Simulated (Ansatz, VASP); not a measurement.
# TaF3: VASP beside Ansatz

INCAR

```
ALGO = Normal
EDIFF = 1E-6
ENCUT = 520
GGA = PS
ISIF = 2
ISMEAR = 0
LASPH = T
LCHARG = F
LREAL = F
LWAVE = F
NBANDS = 24
NELM = 100
PREC = Accurate
SIGMA = 0.15
```

The input KPOINTS:

```
k-points
0
Gamma
  14 14 14
```

File POSCAR:

```
TaF3
1.0
    4.0960033332     -0.8192006666     -0.8192006666
   -0.8192006666      4.0960033332     -0.8192006666
   -0.8192006666     -0.8192006666      4.0960033332
Ta F
1 3
Direct
    0.0000000000      0.0000000000      0.0000000000
    0.5000000000      0.0000000000      0.0000000000
    0.0000000000      0.5000000000      0.0000000000
    0.0000000000      0.0000000000      0.5000000000
```

Input for Ansatz:

```yaml
crystal:
  lattice:
    - [4.0960033332, -0.8192006666, -0.8192006666]
    - [-0.8192006666, 4.0960033332, -0.8192006666]
    - [-0.8192006666, -0.8192006666, 4.0960033332]
  atoms:
    - { symbol: Ta, position: [0.0, 0.0, 0.0] }
    - { symbol: F, position: [0.5, 0.0, 0.0] }
    - { symbol: F, position: [0.0, 0.5, 0.0] }
    - { symbol: F, position: [0.0, 0.0, 0.5] }
basis:
  ecutwfc: 420
kpoints:
  mp_grid: { grid: [14, 14, 14] }
hamiltonian:
  xc: pbesol
scf:
  occupations: { method: gaussian, width: 0.15 }
output:
  forces: true
  stress: true
  eigenvalues: true
```

Alike in both runs: task single point; functional PBEsol; k mesh 14 × 14 × 14; occupations gaussian, width 0.15 eV; no spin polarisation.

|  | VASP | Ansatz |
| --- | --- | --- |
| version | VASP 6.6.1 | Ansatz 0.2.0 |
| potentials or method | VASP PAW PBE potentials, release 64 (Ta_pv, F), cutoff 520 eV | scalar-relativistic, plane waves, PAW |
| valence electrons in the cell | 32 | 34 |

VASP gave:

```
gap on the k mesh at the Fermi level (eV)                     : none
pressure (GPa)                                                : -14.2
traceless stress, the component that is largest in VASP (GPa) : 4.68
```

**Question.** Which values does Ansatz return?

**Answer.** gap on the k mesh at the Fermi level (eV): none; pressure (GPa): -14.2; traceless stress, the component that is largest in VASP (GPa): 4.75.

VASP's potentials were made for PBE, not for PBEsol. A gap of «none» marks a metal or a gap that the smearing closes. VASP's potentials hold 32 valence electrons a cell and Ansatz's 34, so a difference there can come from the potentials and not from the codes.

Spin-orbit coupling is off throughout.
